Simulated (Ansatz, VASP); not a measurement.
**One calculation of Ta, two programs**

File INCAR:

```
SYSTEM = Ta
PREC     = Accurate       ! precision mode
ENCUT    = 520            ! plane-wave cutoff, eV
EDIFF    = 1E-6           ! SCF threshold, eV
ISMEAR   = 0              ! smearing method
SIGMA    = 0.15           ! smearing width, eV
LREAL    = .False.        ! projectors in reciprocal space
LASPH    = .True.         ! aspherical terms in the spheres
NELM     = 80             ! most SCF steps
ALGO     = Fast           ! electronic algorithm
ISIF     = 2              ! what is computed and relaxed
LWAVE    = .False.        ! write WAVECAR
LCHARG   = .True.         ! write CHGCAR
GGA      = PE             ! functional
LELF     = .True.         ! ELF
LVHAR    = .True.       
NBANDS   = 12             ! bands
```

File KPOINTS:

```
regular mesh
0
Gamma
  18 18 18
  0 0 0
```

File POSCAR:

```
Ta
1.0
   -1.4769403763      1.6594835689      1.5972529351
    1.4769403763     -1.6594835689      1.5972529351
    1.4769403763      1.6594835689     -1.5972529351
Ta
1
Direct
    0.0000000000      0.0000000000      0.0000000000
```

Input for Ansatz:

```yaml
crystal:
  lattice:
    - [-1.4769403763, 1.6594835689, 1.5972529351]
    - [1.4769403763, -1.6594835689, 1.5972529351]
    - [1.4769403763, 1.6594835689, -1.5972529351]
  atoms:
    - { symbol: Ta, position: [0.0, 0.0, 0.0] }
basis:
  ecutwfc: 420
kpoints:
  mp_grid: { grid: [18, 18, 18] }
hamiltonian:
  xc: pbe
  pseudopotentials: { kind: paw, azcp: { folder: soft_1 } }
scf:
  occupations: { method: gaussian, width: 0.15 }
output:
  forces: true
  stress: true
  eigenvalues: true
```

Change from the starting cell: normal strain along x -0.1100, normal strain along z -0.0375.

Alike in both runs: task single point; functional PBE; k mesh 18 × 18 × 18; occupations gaussian, width 0.15 eV; no spin polarisation.

|  | VASP | Ansatz |
| --- | --- | --- |
| version | VASP 6.6.1 | Ansatz 0.2.0 |
| potentials or method | VASP PAW PBE potentials, release 64 (Ta_pv), cutoff 520 eV | scalar-relativistic, plane waves, PAW |
| valence electrons in the cell | 11 | 13 |

VASP gave:

* gap on the k mesh at the Fermi level (eV): none
* pressure (GPa): 41.9
* traceless stress, the component that is largest in VASP (GPa): 8.92

Q: Which values does Ansatz return?

A: gap on the k mesh at the Fermi level (eV): none; pressure (GPa): 41.4; traceless stress, the component that is largest in VASP (GPa): 8.92.

A gap of «none» marks a metal or a gap that the smearing closes. Both programs put the cell under a high pressure, so it lies far from rest at this level. The functional is the same, so the differences come from potentials, cutoffs and numerics. VASP's potentials hold 11 valence electrons a cell and Ansatz's 13, so a difference there can come from the potentials and not from the codes.

Spin-orbit coupling is off throughout.
